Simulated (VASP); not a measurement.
Mo: single point with PBEsol

Crystal: Mo.

```
Mo
1.0
     0.00000    1.93795    1.93795
     1.93795    0.00000    1.93795
     1.93795    1.93795    0.00000
Mo
1
Direct
  0.00000 0.00000 0.00000
```

This cell differs from its parent crystal: strained.

* Program: VASP 6.6.1
* Task: single point
* Functional: PBEsol
* Potentials or basis: VASP PAW PBE potentials, release 64 (Mo_sv)
* Cutoff: 520 eV
* k mesh: 18 × 18 × 18
* Occupations: gaussian, width 0.1 eV
* Spin: no spin polarisation

| Item | Value |
| --- | --- |
| Pressure | 19.7 GPa |
| Band gap on the k mesh | zero (band 7 reaches 17.75 eV, above the bottom of band 8 at 12.32 eV) |

Levels at points of the mesh, in eV from the Fermi level:
```csv
k point,band 3,band 4,band 5,band 6,band 7,band 8,band 9,band 10,band 11,band 12
"(0.00, 0.00, 0.00)",-33.70,-33.70,-7.02,-0.85,-0.85,-0.85,2.23,2.23,13.13,18.84
"(0.50, 0.00, 0.00)",-33.93,-33.93,-5.09,-1.08,-1.08,1.94,4.63,4.63,12.62,12.87
"(0.50, 0.50, 0.00)",-34.33,-34.33,-5.64,-4.89,4.58,4.66,5.33,5.33,13.26,13.26
```

Run time: 21 s on 1 thread of Intel(R) Xeon(R) Platinum 8488C (Sapphire Rapids), on a shared host, peak memory 0.15 GiB.

Caveat: the cell differs from its parent crystal (strained); the PAW data sets were made with another functional, which shifts forces and pressure a little.
